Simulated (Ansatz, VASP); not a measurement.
## MgO in VASP and in Ansatz

The input INCAR:

```
SYSTEM = MgO
ALGO = Normal
EDIFF = 1E-6
ENCUT = 600
GGA = PS
GGA_COMPAT = .False.
ISIF = 2
ISMEAR = 0
LASPH = .True.
LCHARG = .True.
LELF = .True.
LREAL = .False.
LVHAR = .True.
LWAVE = .False.
NBANDS = 11
NELM = 120
PREC = Accurate
SIGMA = 0.01
```

KPOINTS

```
k-points
0
Gamma
  12 12 12
  0 0 0
```

File POSCAR:

```
MgO
1.0
    2.0929765362      0.0000000000      0.0000000000
    0.0000000000      2.0929765362      0.0000000000
    0.0000000000      0.0000000000      2.0929765362
Mg O
1 1
Direct
    0.0000000000      0.0000000000      0.0000000000
    0.5000000000      0.5000000000      0.5000000000
```

Input for Ansatz:

```yaml
crystal:
  lattice:
    - [2.0929765362, 0.0, 0.0]
    - [0.0, 2.0929765362, 0.0]
    - [0.0, 0.0, 2.0929765362]
  atoms:
    - { symbol: Mg, position: [0.0, 0.0, 0.0] }
    - { symbol: O, position: [0.5, 0.5, 0.5] }
scf:
  occupations: { method: fixed }
output:
  forces: true
  stress: true
  eigenvalues: true
hamiltonian:
  xc: pbesol
basis:
  ecutwfc: 700
kpoints:
  mp_grid: { grid: [12, 12, 12] }
```

Alike in both runs: task single point; functional PBEsol; k mesh 12 × 12 × 12; no spin polarisation.

|  | VASP | Ansatz |
| --- | --- | --- |
| version | VASP 6.6.1 | Ansatz 0.2.0 |
| potentials or method | VASP PAW PBE potentials, release 64 (Mg, O), cutoff 600 eV | scalar-relativistic, plane waves, PAW |
| occupations | gaussian, width 0.01 eV | fixed |
| valence electrons in the cell | 8 | 16 |

VASP gave:

```
gap on the k mesh at the Fermi level (eV) : 7.29
least direct gap on the mesh (eV)         : 7.29
```

Q: Which values does Ansatz return?

A: gap on the k mesh at the Fermi level (eV): 7.23; least direct gap on the mesh (eV): 7.23.

VASP's potentials were made for PBE, not for PBEsol. VASP's potentials hold 8 valence electrons a cell and Ansatz's 16, so a difference there can come from the potentials and not from the codes.
